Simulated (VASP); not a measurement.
A run of VASP 6.6.1 is set up as follows.

File INCAR:

```
SYSTEM = AlNi3
  ALGO = Normal
  EDIFF = 1E-6
  ENCUT = 520
  GGA = PE
  ISIF = 2
  ISMEAR = -1
  LASPH = .True.
  LCHARG = .False.
  LREAL = .False.
  LWAVE = .False.
  NBANDS = 24
  NELM = 60
  PREC = Accurate
  SIGMA = 0.03
```

File KPOINTS:

```
k-points
0
Gamma
  10 10 10
  0 0 0
```

Contents of POSCAR:

```
AlNi3
1.0
    3.6367793400      0.0000000000      0.0000000000
    0.0000000000      3.6367793400      0.0000000000
    0.0000000000      0.0000000000      3.6367793400
Al Ni
1 3
Direct
    0.0000000000      0.0000000000      0.0000000000
    0.0000000000      0.5000000000      0.5000000000
    0.5000000000      0.0000000000      0.5000000000
    0.5000000000      0.5000000000      0.0000000000
```

Potentials or basis: VASP PAW PBE potentials, release 64 (Al, Ni).

The run is started by

```console
$ cat potpaw_PBE.64/Al/POTCAR potpaw_PBE.64/Ni/POTCAR > POTCAR
$ mpirun -np 1 vasp_std > vasp.out
```

(1) What does it give for the pressure?

Results:

(1) -9.4 GPa.
